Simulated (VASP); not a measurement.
# InP3 (R-3m) in VASP: a series of runs

InP3 is run at these levels: PBEsol; tasks: single point.

Everything below comes from runs of VASP 6.6.1. Logs are shortened: lines on timing, memory, paths and dates and some standing lists are left out, and cuts for length are marked.

### Step 1. The cell of the first run

It takes space group R-3m (No. 166, trigonal). The conventional cell has a = 6.836 Å, b = 6.836 Å, c = 9.838 Å, α = 90.00°, β = 90.00°, γ = 120.00°. In (site symmetry 3m) has 6 P at 2.47 to 2.77 Å within 3.3 Å. Within 2.8 Å of P (site symmetry m) lie 2 P at 2.08 Å and 2 In at 2.47 to 2.77 Å.

### Step 2. Single point, PBEsol (strain -0.080 along x and y, +0.000 along z)

INCAR

```
SYSTEM = InP3
ALGO = Normal ; EDIFF = 1E-7
ENCUT = 520 ; GGA = PS
ISIF = 2 ; ISMEAR = 0
LASPH = .TRUE. ; LCHARG = .FALSE.
LREAL = .FALSE. ; LWAVE = .FALSE.
NBANDS = 38 ; NELM = 100
PREC = Accurate ; SIGMA = 0.15
```

KPOINTS

```
k-points
0
G
  6 6 6
  0 0 0
```

POSCAR

```
InP3
1.0
    3.4177878374      1.9732607279      3.2793762812
   -3.4177878374      1.9732607279      3.2793762812
    0.0000000000     -3.9465214559      3.2793762812
In P
2 6
Direct
    0.2732789115      0.2732789115      0.2732789115
    0.7267210885      0.7267210885      0.7267210885
    0.7947108827      0.2411926280      0.7947108827
    0.7947108827      0.7947108827      0.2411926280
    0.2411926280      0.7947108827      0.7947108827
    0.2052891173      0.7588073720      0.2052891173
    0.7588073720      0.2052891173      0.2052891173
    0.2052891173      0.2052891173      0.7588073720
```

Potentials or basis: VASP PAW PBE potentials, release 64 (In_d, P).

Run with:

```
cat potpaw_PBE.64/In_d/POTCAR potpaw_PBE.64/P/POTCAR > POTCAR
mpirun -np 1 vasp_std > vasp.out
```

OUTCAR:

```text
SYSTEM = InP3
   EDIFF = 1E-7
   ENCUT = 520
   GGA = PS
   ISIF = 2
   ISMEAR = 0
   LASPH = .TRUE.
   LREAL = .FALSE.
   NELM = 100
   PREC = Accurate

 ion  position               nearest neighbor table
   1  0.273  0.273  0.273-   8 2.47   7 2.47   6 2.47   6 2.77   7 2.77   8 2.77   3 3.42   5 3.42
                             3 3.42   5 3.42   4 3.42   4 3.42
   2  0.727  0.727  0.727-   4 2.47   3 2.47   5 2.47   3 2.77   5 2.77   4 2.77   6 3.42   7 3.42
                             7 3.42   6 3.42   8 3.42   8 3.42
   3  0.795  0.241  0.795-   8 2.08   7 2.08   2 2.47   2 2.77   1 3.42   1 3.42
   4  0.795  0.795  0.241-   6 2.08   7 2.08   2 2.47   2 2.77   1 3.42   1 3.42
   5  0.241  0.795  0.795-   8 2.08   6 2.08   2 2.47   2 2.77   1 3.42   1 3.42
   6  0.205  0.759  0.205-   4 2.08   5 2.08   1 2.47   1 2.77   2 3.42   2 3.42
   7  0.759  0.205  0.205-   4 2.08   3 2.08   1 2.47   1 2.77   2 3.42   2 3.42
   8  0.205  0.205  0.759-   3 2.08   5 2.08   1 2.47   1 2.77   2 3.42   2 3.42

  LATTYP: Found a trigonal (rhomboedric) cell.
 ALAT       =     5.1312123709
 COS(alpha) =     0.1126801108

  Lattice vectors:

 A1 = (   3.4177878374,   1.9732607279,   3.2793762812)
 A2 = (  -3.4177878374,   1.9732607279,   3.2793762812)
 A3 = (   0.0000000000,  -3.9465214559,   3.2793762812)

Analysis of symmetry for initial positions (statically):
=====================================================================
 Subroutine PRICEL returns:
 Original cell was already a primitive cell.

 Routine SETGRP: Setting up the symmetry group for a
 trigonal (rhombohedral) supercell.

 Subroutine GETGRP returns: Found 12 space group operations
 (whereof 12 operations were pure point group operations)
 out of a pool of 12 trial point group operations.

The static configuration has the point symmetry D_3d.
[... 5 lines left out ...]

 Routine SETGRP: Setting up the symmetry group for a
 trigonal (rhombohedral) supercell.

 Subroutine GETGRP returns: Found 12 space group operations
 (whereof 12 operations were pure point group operations)
 out of a pool of 12 trial point group operations.

The dynamic configuration has the point symmetry D_3d.
[... 7 lines left out ...]
                                     Primitive cell

  volume of cell :     132.7004

  direct lattice vectors                    reciprocal lattice vectors
     3.417787837  1.973260728  3.279376281     0.146293458  0.084462567  0.101645345
    -3.417787837  1.973260728  3.279376281    -0.146293458  0.084462567  0.101645345
     0.000000000 -3.946521456  3.279376281     0.000000000 -0.168925134  0.101645345

  length of vectors
[... 101 lines left out ...]
   ISYM   =      2    0-nonsym 1-usesym 2-fastsym
   POTIM  = 0.5000    time-step for ionic-motion
   TEBEG  =    0.0;   TEEND  =   0.0 temperature during run
   PSTRESS=    0.0 pullay stress
   NELECT =      56.0000    total number of electrons
   NUPDOWN=      -1.0000    fix difference up-down
   EMIN   =  10.00;   EMAX   =-10.00  energy-range for DOS
   EFERMI =   0.00;   METHOD = LEGACY
   ISMEAR =     0;   SIGMA  =   0.15  broadening in eV -4-tet -1-fermi 0-gaus
   EFERMI_NEDOS =   21; number of points for ismear=-14 and -15
   IALGO  =     38    algorithm
   IMIX   =      4    mixing-type and parameters
     AMIX     =   0.40;   BMIX     =  1.00
     AMIX_MAG =   1.60;   BMIX_MAG =  1.00
  volume/ion in A,a.u.               =      16.59       111.94
  Fermi-wavevector in a.u.,A,eV,Ry     =   1.227948  2.320486 20.515647  1.507857
  Thomas-Fermi vector in A             =   2.362893
   LORBIT       =      0    0 simple, 1 ext, 2 COOP (PROOUT), +10 PAW based schemes
   GGA     = PS    functional components
   LHFCALC =     F    Hartree Fock is set to
   AEXX    =    0.0000 exact exchange contribution
   IVDW    =     0    specifies the selected vdW correction
   LEPSILON=     F    determine dielectric tensor
   LRPA    =     F    only Hartree local field effects (RPA)
 non-spin polarized calculation
 Gauss-broadening in eV      SIGMA  =   0.15
  energy-cutoff  :      520.00
  volume of cell :      132.70
 maximum number of plane-waves:      3619
 NGX is ok and might be reduce to    40
   NGX = 19   NGY = 19   NGZ = 19

 number of electron      56.0000007 magnetization

 Free energy of the ion-electron system (eV)
  ---------------------------------------------------
  ext. energy  EPLUGINS =         0.00000000
  ---------------------------------------------------
  free energy    TOTEN  =       -39.51067748 eV

  energy without entropy =      -39.50170056  energy(sigma->0) =      -39.50618902

 E-fermi :   9.2261     XC(G=0): -11.1380

 val. band max:        9.2066053707   @ k =   0.5000   0.5000   0.0000
 cond. band min:       9.2670448254   @ k =   0.5000  -0.0000   0.0000
 fundamental gap:      0.0604394547
 Fermi energy:         9.2261139021

 k-point     1 :       0.0000    0.0000    0.0000
  band No.  band energies     occupation
      1      -6.8675      2.00000
      2      -5.9709      2.00000
      3      -5.9709      2.00000
      4      -5.6275      2.00000
      5      -5.6275      2.00000
      6      -5.4507      2.00000
[... 973 lines left out ...]
     37      13.9585      0.00000
     38      14.6105      0.00000

 [... further k-points ...]

------------------------ aborting loop because EDIFF is reached ----------------------------------------

  FORCE on cell =-STRESS in cart. coord.  units (eV):
  Direction    XX          YY          ZZ          XY          YZ          ZX
  --------------------------------------------------------------------------------------
  -------------------------------------------------------------------------------------
  Total       23.3238809     23.3238809     10.4685432     -0.0000000     -0.0000000      0.0000000
  in kB      281.6043263    281.6043263    126.3935050     -0.0000000     -0.0000000      0.0000000
  external PRESSURE =     229.8673859 kB  Pullay stress =       0.0000000 kB

 VOLUME and BASIS-vectors are now :
 -----------------------------------------------------------------------------
  energy-cutoff  :      520.00
  volume of cell :      132.70
      direct lattice vectors                 reciprocal lattice vectors
     3.417787837  1.973260728  3.279376281     0.146293458  0.084462567  0.101645345
    -3.417787837  1.973260728  3.279376281    -0.146293458  0.084462567  0.101645345
     0.000000000 -3.946521456  3.279376281     0.000000000 -0.168925134  0.101645345

 POSITION                                       TOTAL-FORCE (eV/Angst)
 -----------------------------------------------------------------------------------
      0.00000     -0.00000      2.68855        -0.000000      0.000000     -0.393490
      0.00000     -0.00000      7.14958        -0.000000     -0.000000      0.393490
      1.89181     -1.09224      6.00327        -1.025619      0.592142     -1.344601
      0.00000      2.18447      6.00327        -0.000000     -1.184283     -1.344601
     -1.89181     -1.09224      6.00327         1.025619      0.592142     -1.344601
     -1.89181      1.09224      3.83486         1.025619     -0.592142      1.344601
      1.89181      1.09224      3.83486        -1.025619     -0.592142      1.344601
      0.00000     -2.18447      3.83486        -0.000000      1.184283      1.344601
 -----------------------------------------------------------------------------------
    total drift:                               -0.000000      0.000000     -0.000000

  FREE ENERGIE OF THE ION-ELECTRON SYSTEM (eV)
  ---------------------------------------------------
  free  energy   TOTEN  =       -39.5106774785 eV

  energy  without entropy=      -39.5017005593  energy(sigma->0) =      -39.50618902
```

Run time: 5.6 min. Hardware: 1 thread of AMD EPYC 7R13, shared host; peak memory 0.28 GiB.

Results:

* Free energy: -39.5107 eV
* Pressure: 23.0 GPa
* Largest force: 1.792 eV/Å
* Band gap on the k mesh: zero (band 28 reaches 9.46 eV, above the bottom of band 29 at 8.68 eV)

Forces in eV/Å, atoms in the order of the input:
```
In   0.000  0.000 -0.393
In   0.000  0.000  0.393
P   -1.026  0.592 -1.345
P    0.000 -1.184 -1.345
P    1.026  0.592 -1.345
P    1.026 -0.592  1.345
P   -1.026 -0.592  1.345
P    0.000  1.184  1.345
```

Stress tensor (GPa, compression positive):
```
28.16  0.00  0.00
 0.00 28.16  0.00
 0.00  0.00 12.64
```

Caveat: the cell differs from its parent crystal (strain -0.080 along x and y, +0.000 along z); the PAW data sets were made with another functional, which shifts forces and pressure a little; spin-orbit coupling is left out, which moves the levels of the heavy elements.

### Step 3. Single point, PBEsol (strain -0.040 along x and y, -0.080 along z)

INCAR

```
SYSTEM = InP3
PREC = Accurate
ENCUT = 520
EDIFF = 1E-6
ISMEAR = 0
SIGMA = 0.15
LREAL = .False.
LASPH = .True.
NELM = 80
ALGO = Normal
ISIF = 2
LWAVE = .False.
LCHARG = .False.
GGA = PS
NBANDS = 38
```

KPOINTS

```
Automatic mesh
0
Gamma
  6 6 6
  0 0 0
```

Changes to POSCAR since step 2:

```diff
@@ -2,5 +2,5 @@
 1.0
-    3.4177878374      1.9732607279      3.2793762812
-   -3.4177878374      1.9732607279      3.2793762812
-    0.0000000000     -3.9465214559      3.2793762812
+    3.5663873086      2.0590546726      3.0170261787
+   -3.5663873086      2.0590546726      3.0170261787
+    0.0000000000     -4.1181093453      3.0170261787
 In P
```

Potentials or basis: VASP PAW PBE potentials, release 64 (In_d, P).

Run with:

```
cat potpaw_PBE.64/In_d/POTCAR potpaw_PBE.64/P/POTCAR > POTCAR
mpirun -np 1 vasp_std > vasp.out
```

It took 4.5 min on 1 thread of AMD EPYC 7R13, shared host; peak memory 0.27 GiB.

It converged, with:

- Free energy: -40.1060 eV
- Pressure: 19.4 GPa
- Largest force: 1.579 eV/Å
- Band gap on the k mesh: zero (band 28 reaches 9.25 eV, above the bottom of band 29 at 8.79 eV)

Forces on the atoms (eV/Å):
```
In   0.000  0.000  0.261
In   0.000  0.000 -0.261
P   -0.777  0.449 -1.300
P    0.000 -0.897 -1.300
P    0.777  0.449 -1.300
P    0.777 -0.449  1.300
P   -0.777 -0.449  1.300
P    0.000  0.897  1.300
```

Stress tensor (GPa, compression positive):
```
19.88  0.00  0.00
 0.00 19.88  0.00
 0.00  0.00 18.56
```

Levels at points of the mesh, in eV from the Fermi level:
```csv
k point,band 26,band 27,band 28,band 29,band 30,band 31
"(0.00, 0.00, 0.00)",-2.20,-1.00,-1.00,0.18,0.98,1.33
"(0.50, 0.00, 0.00)",-2.12,-1.30,-1.06,-0.03,2.19,2.71
"(0.50, 0.50, 0.00)",-0.82,-0.81,-0.07,1.12,1.47,2.32
"(0.50, 0.50, 0.50)",-0.04,0.21,0.21,1.77,1.77,1.98
```

Caveat: the cell differs from its parent crystal (strain -0.040 along x and y, -0.080 along z); the PAW data sets were made with another functional, which shifts forces and pressure a little; spin-orbit coupling is left out, which moves the levels of the heavy elements.

### Step 4. Single point, PBEsol (strain -0.080 along x and y, +0.040 along z)

INCAR

```
SYSTEM = InP3
ALGO = Normal
EDIFF = 1E-6
ENCUT = 520
GGA = PS
ISIF = 2
ISMEAR = 0
LASPH = .True.
LCHARG = .False.
LREAL = .False.
LWAVE = .False.
NBANDS = 38
NELM = 60
PREC = Accurate
SIGMA = 0.15
```

KPOINTS

```
k-points
0
Gamma
  6 6 6
  0 0 0
```

Changes to POSCAR since step 3:

```diff
@@ -2,5 +2,5 @@
 1.0
-    3.5663873086      2.0590546726      3.0170261787
-   -3.5663873086      2.0590546726      3.0170261787
-    0.0000000000     -4.1181093453      3.0170261787
+    3.4177878374      1.9732607279      3.4105513325
+   -3.4177878374      1.9732607279      3.4105513325
+    0.0000000000     -3.9465214559      3.4105513324
 In P
```

Run with:

```
cat potpaw_PBE.64/In_d/POTCAR potpaw_PBE.64/P/POTCAR > POTCAR
mpirun -np 1 vasp_std > vasp.out
```

Wall time 4.2 min (1 thread of AMD EPYC 7R13, shared host); peak memory 0.27 GiB.

Results (log left out):

```yaml
Free_energy: -39.8105 eV
Pressure: 17.6 GPa
Largest_force: 1.282 eV/Å
Band_gap_on_the_k_mesh: zero (band 28 reaches 8.96 eV, above the bottom of band 29 at 8.15 eV)
```

Forces in eV/Å, atoms in the order of the input:
```
In   0.000  0.000 -0.449
In   0.000  0.000  0.449
P   -0.857  0.495 -0.816
P    0.000 -0.989 -0.816
P    0.857  0.495 -0.816
P    0.857 -0.495  0.816
P   -0.857 -0.495  0.816
P    0.000  0.989  0.816
```

Stress tensor (GPa, compression positive):
```
23.52  0.00  0.00
 0.00 23.52  0.00
 0.00  0.00  5.70
```

Levels at points of the mesh, in eV from the Fermi level:
```csv
k point,band 24,band 25,band 26,band 27,band 28,band 29,band 30,band 31,band 32,band 33
"(0.00, 0.00, 0.00)",-2.99,-2.53,-2.53,-0.95,-0.76,-0.40,-0.40,1.54,1.92,1.92
"(0.50, 0.00, 0.00)",-3.64,-2.78,-1.82,-1.52,-1.34,0.12,2.21,2.48,2.59,2.65
"(0.50, 0.50, 0.00)",-3.01,-2.13,-1.25,-1.06,0.01,1.24,1.41,1.54,2.23,3.09
"(0.50, 0.50, 0.50)",-2.00,0.13,0.13,0.20,0.20,0.69,0.69,1.25,1.84,1.84
```

Caveat: the cell differs from its parent crystal (strain -0.080 along x and y, +0.040 along z); the PAW data sets were made with another functional, which shifts forces and pressure a little; spin-orbit coupling is left out, which moves the levels of the heavy elements.

### Step 5. Single point, PBEsol (strain -0.040 along x and y, -0.040 along z)

INCAR

```
ALGO = Normal ; EDIFF = 1E-6
ENCUT = 520 ; GGA = PS
ISIF = 2 ; ISMEAR = 0
LASPH = True ; LCHARG = False
LREAL = False ; LWAVE = False
NBANDS = 38 ; NELM = 80
PREC = Accurate ; SIGMA = 0.15
```

KPOINTS

```
k-points
0
Gamma
  6 6 6
```

Changes to POSCAR since step 4:

```diff
@@ -2,5 +2,5 @@
 1.0
-    3.4177878374      1.9732607279      3.4105513325
-   -3.4177878374      1.9732607279      3.4105513325
-    0.0000000000     -3.9465214559      3.4105513324
+    3.5663873086      2.0590546726      3.1482012300
+   -3.5663873086      2.0590546726      3.1482012300
+    0.0000000000     -4.1181093453      3.1482012299
 In P
```

Run with:

```
cat potpaw_PBE.64/In_d/POTCAR potpaw_PBE.64/P/POTCAR > POTCAR
mpirun -np 1 vasp_std > vasp.out
```

It took 3.9 min on 1 thread of AMD EPYC 7R13, shared host; peak memory 0.27 GiB.

Results (log left out):

- Free energy: -40.6438 eV
- Pressure: 13.9 GPa
- Largest force: 1.162 eV/Å
- Band gap on the k mesh: zero (band 28 reaches 8.70 eV, above the bottom of band 29 at 8.27 eV)

Forces in eV/Å, atoms in the order of the input:
```
In   0.000  0.000  0.034
In   0.000  0.000 -0.034
P   -0.613  0.354 -0.922
P    0.000 -0.707 -0.922
P    0.613  0.354 -0.922
P    0.613 -0.354  0.922
P   -0.613 -0.354  0.922
P    0.000  0.707  0.922
```

Stress tensor (GPa, compression positive):
```
15.15  0.00  0.00
 0.00 15.15  0.00
 0.00  0.00 11.29
```

Levels at points of the mesh, in eV from the Fermi level:
| k point | band 26 | band 27 | band 28 | band 29 | band 30 | band 31 |
| --- | --- | --- | --- | --- | --- | --- |
| (0.00, 0.00, 0.00) | -2.25 | -0.80 | -0.80 | -0.14 | 0.47 | 1.51 |
| (0.50, 0.00, 0.00) | -1.81 | -1.34 | -1.12 | 0.11 | 2.32 | 2.72 |
| (0.50, 0.50, 0.00) | -0.86 | -0.79 | -0.03 | 1.25 | 1.49 | 2.23 |
| (0.50, 0.50, 0.50) | 0.03 | 0.24 | 0.24 | 1.74 | 1.74 | 1.87 |

Caveat: the cell differs from its parent crystal (strain -0.040 along x and y, -0.040 along z); the PAW data sets were made with another functional, which shifts forces and pressure a little; spin-orbit coupling is left out, which moves the levels of the heavy elements.

### Step 6. The runs side by side

```csv
cell,gap on the mesh (eV),pressure (GPa),largest force (eV/Å)
"a = 5.131 Å, angles 83.5°, 8 atoms",none,23.0,1.79
"a = 5.105 Å, angles 88.6°, 8 atoms",none,19.4,1.58
"a = 5.216 Å, angles 81.9°, 8 atoms",none,17.6,1.28
"a = 5.184 Å, angles 86.9°, 8 atoms",none,13.9,1.16
```

Alike in all rows: task single point; level PBEsol; potentials or basis VASP PAW PBE potentials, release 64 (In_d, P); no spin polarisation; k mesh 6 × 6 × 6; cutoff (eV) 520; smearing gaussian 0.15 eV.

Caveats: the PAW data sets were made with another functional, which shifts forces and pressure a little; spin-orbit coupling is left out, which moves the levels of the heavy elements.

Total energies depend on the potentials used, so only differences within one code and one set of settings carry meaning.
